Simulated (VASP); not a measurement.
Wanted: the native input for a VASP 6.6.1 run.

```yaml
Task: single point
Functional: r2SCAN
Potentials_or_basis: VASP PAW PBE potentials, release 64 (Ti_sv)
Cutoff: 520 eV
k_mesh: 12 × 12 × 7
Occupations: fermi-dirac, width 0.05 eV
Spin: no spin polarisation
Dipole_correction: no
Further_INCAR_settings: ALGO = Normal; EDIFF = 1e-06; NBANDS = 19
```

The system is Ti.

```
CELL_PARAMETERS angstrom
2.90120 0.00000 0.00000
-1.45060 2.51251 0.00000
0.00000 0.00000 4.59274
ATOMIC_POSITIONS crystal
Ti 0.33333 0.66667 0.25000
Ti 0.66667 0.33333 0.75000
```

One way to write it, as run:

POSCAR

```
Ti
1.0
    2.9012000000      0.0000000000      0.0000000000
   -1.4506000000      2.5125130000      0.0000000000
    0.0000000000      0.0000000000      4.5927410000
Ti
2
Direct
    0.3333330000      0.6666670000      0.2500000000
    0.6666670000      0.3333330000      0.7500000000
```

INCAR.step1

```
ALGO = Normal ; EDIFF = 1E-4
ENCUT = 520 ; GGA = PE
ISMEAR = -1 ; LASPH = T
LCHARG = F ; LREAL = F
LWAVE = T ; NBANDS = 19
NELM = 100 ; PREC = Accurate
SIGMA = 0.05
```

INCAR.step2

```
ALGO = Normal ; EDIFF = 1E-6
ENCUT = 520 ; ISIF = 2
ISMEAR = -1 ; ISTART = 1
LASPH = T ; LCHARG = T
LELF = T ; LMIXTAU = T
LREAL = F ; LVHAR = T
LWAVE = F ; METAGGA = R2SCAN
NBANDS = 19 ; NELM = 100
PREC = Accurate ; SIGMA = 0.05
```

KPOINTS

```
k-points
0
Gamma
  12 12 7
```

Potentials or basis: VASP PAW PBE potentials, release 64 (Ti_sv).

The run is started by

```sh
$ cat potpaw_PBE.64/Ti_sv/POTCAR > POTCAR
$ cp INCAR.step1 INCAR
$ mpirun -np 1 vasp_std > vasp.out
$ cp INCAR.step2 INCAR
$ mpirun -np 1 vasp_std > vasp.out
```

It gave:

```json
{"Pressure": "4.5 GPa", "Band gap on the k mesh": "zero (bands 12 and 13 overlap by 1.27 eV)"}
```

Caveat: the cell stands under pressure; the PAW data sets were made with another functional, which shifts forces and pressure a little.

It took 3.4 min on 1 thread of Intel Xeon 8259CL, with other jobs on the host, peak memory 0.18 GiB.
